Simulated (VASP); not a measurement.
The system is TiCo3.

```
Ti Co
1.0
     3.57100    0.00000    0.00000
     0.00000    3.57100    0.00000
     0.00000    0.00000    3.57100
Ti Co
1 3
Direct
  0.00000 0.00000 0.00000
  0.00000 0.50000 0.50000
  0.50000 0.00000 0.50000
  0.50000 0.50000 0.00000
```

Program: VASP 6.6.1. Alike in all runs: task single point; level PBEsol; potentials or basis VASP PAW PBE potentials, release 64 (Ti_sv, Co); cell as given; k mesh 10 × 10 × 10; cutoff (eV) 520; smearing fermi-dirac 0.05 eV.

Task: Order these runs on this cell by their pressure, lowest first.
A. spin collinear; fixed moment (μB) 0.85
B. spin collinear, ferrimagnetic start; fixed moment (μB) 1.73
C. spin collinear, ferrimagnetic start; fixed moment (μB) 2.32

Result: A (-8.6 GPa), B (-6.7 GPa), C (-5.2 GPa).

Caveats: the cell stands under tension; the PAW data sets were made with another functional, which shifts forces and pressure a little; the total moment is fixed, so each spin has its own Fermi level and the state may be an excited one.
